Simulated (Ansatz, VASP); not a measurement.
Au: VASP beside Ansatz

The input INCAR:

```
SYSTEM = Au
PREC = Accurate
ENCUT = 520
EDIFF = 1E-6
ISMEAR = -1
SIGMA = 0.1
LREAL = .FALSE.
LASPH = .TRUE.
NELM = 60
ALGO = Normal
ISIF = 2
LWAVE = .FALSE.
LCHARG = .FALSE.
NBANDS = 12
```

Contents of KPOINTS:

```
regular mesh
0
G
  17 17 17
  0 0 0
```

File POSCAR:

```
Au
1.0
   -1.5231406768      1.5231406768      1.5231406768
    1.5231406768     -1.5231406768      1.5231406768
    1.5231406768      1.5231406768     -1.5231406768
Au
1
Direct
    0.0000000000      0.0000000000      0.0000000000
```

Input for Ansatz:

```yaml
crystal:
  lattice:
    - [-1.5231406768, 1.5231406768, 1.5231406768]
    - [1.5231406768, -1.5231406768, 1.5231406768]
    - [1.5231406768, 1.5231406768, -1.5231406768]
  atoms:
    - { symbol: Au, position: [0.0, 0.0, 0.0] }
kpoints:
  mp_grid: { grid: [17, 17, 17] }
scf:
  occupations: { method: fermi_dirac, width: 0.1 }
hamiltonian:
  xc: lda
  pseudopotentials: { kind: all_electron, lapw: { basis_error: 0.001 } }
output:
  forces: true
  stress: true
  eigenvalues: true
  populations: true
```

Change from the starting cell: volume scaled by 0.85, LAPW.

Alike in both runs: task single point; functional LDA; k mesh 17 × 17 × 17; occupations fermi-dirac, width 0.1 eV; no spin polarisation.

|  | VASP | Ansatz |
| --- | --- | --- |
| version | VASP 6.6.1 | Ansatz 0.2.0 |
| potentials or method | VASP PAW LDA potentials, release 64 (Au), cutoff 520 eV | all-electron LAPW, scalar-relativistic |

```csv
,VASP,Ansatz,Ansatz less VASP
pressure (GPa),50.1,49.1,-1.00
```

LDA's correlation is that of Perdew and Zunger in VASP and of Perdew and Wang (1992) in Ansatz. Both programs put the cell under a high pressure, so it lies far from rest at this level. Ansatz ran all-electron here, and VASP with PAW potentials.

Neither program's run includes spin-orbit coupling.
